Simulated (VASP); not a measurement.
A run of VASP 6.6.1 is set up as follows.

File INCAR:

```
SYSTEM = Mg2S
PREC = Accurate ; ENCUT = 600
EDIFF = 1E-6 ; ISMEAR = 0
SIGMA = 0.1 ; LREAL = .False.
LASPH = .True. ; NELM = 60
ALGO = Normal ; ISIF = 3
LWAVE = .False. ; LCHARG = .False.
GGA = PE ; IBRION = 2
NSW = 90 ; EDIFFG = -0.04
```

The input KPOINTS:

```
regular mesh
0
Gamma
  4 4 4
  0 0 0
```

POSCAR

```
Mg2S
1.0
   -3.5725695964      3.5725695964      2.7163708853
    3.5725695964     -3.5725695964      2.7163708853
    3.5725695964      3.5725695964     -2.7163708853
Mg S
4 2
Direct
    0.1696576678      0.6558670006      0.8255246684
    0.3441329994      0.1696576678      0.5137906671
    0.6558670006      0.8303423322      0.4862093329
    0.8303423322      0.3441329994      0.1744753316
    0.6666666667      0.6666666667      0.0000000000
    0.3333333333      0.3333333333      0.0000000000
```

Potentials or basis: VASP PAW PBE potentials, release 64 (Mg, S).

Command:

```console
$ cat potpaw_PBE.64/Mg/POTCAR potpaw_PBE.64/S/POTCAR > POTCAR
$ mpirun -np 1 vasp_std > vasp.out
```

Task: Predict the relaxed cell.

Result: a = 5.424 Å, b = 5.424 Å, c = 5.424 Å, α = 113.88°, β = 113.88°, γ = 100.97°.

Task: Estimate the space group after relaxing (to 0.05 Å).

Result: I4/mcm (No. 140).

Forces in eV/Å, atoms in the order of the input:
```
Mg  -0.002 -0.003  0.000
Mg  -0.003  0.002  0.000
Mg   0.003 -0.002  0.000
Mg   0.002  0.003  0.000
S    0.000  0.000  0.037
S    0.000  0.000 -0.037
```

Caveat: the k points lie up to 0.38 Å⁻¹ apart in the final cell.
